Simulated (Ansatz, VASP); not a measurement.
**Co: VASP beside Ansatz**

```xyz
2
Lattice="2.4715 0.0000 0.0000 -1.2358 2.1404 0.0000 0.0000 0.0000 4.0271" Properties=species:S:1:pos:R:3 pbc="T T T"
Co    0.0000    1.4269    1.0068
Co    1.2358    0.7135    3.0203
```

Alike in both runs: functional r2SCAN; k mesh 14 × 14 × 8; occupations fermi-dirac, width 0.05 eV; collinear spin.

Ansatz relaxed the structure, and its values are those at the end. VASP's run is a single point on that final structure, the one shown.

|  | VASP | Ansatz |
| --- | --- | --- |
| version | VASP 6.6.1 | Ansatz 0.2.0 |
| potentials or method | VASP PAW PBE potentials, release 64 (Co), cutoff 520 eV | plane waves (500 eV) with PAW, scalar-relativistic |
| valence electrons in the cell | 18 | 34 |

```tsv
	VASP	Ansatz	Ansatz less VASP
pressure (GPa)	-0.1	0.0	+0.05
net moment per atom (μB)	1.77	1.78	+0.005
size of the moment on the site where the two differ most (μB)	1.83	1.91	+0.080
```

VASP's potentials were made for PBE, not for r2SCAN. Site moments also hang on the region over which each program counts them. VASP's potentials hold 18 valence electrons a cell and Ansatz's 34, so a difference there can come from the potentials and not from the codes.
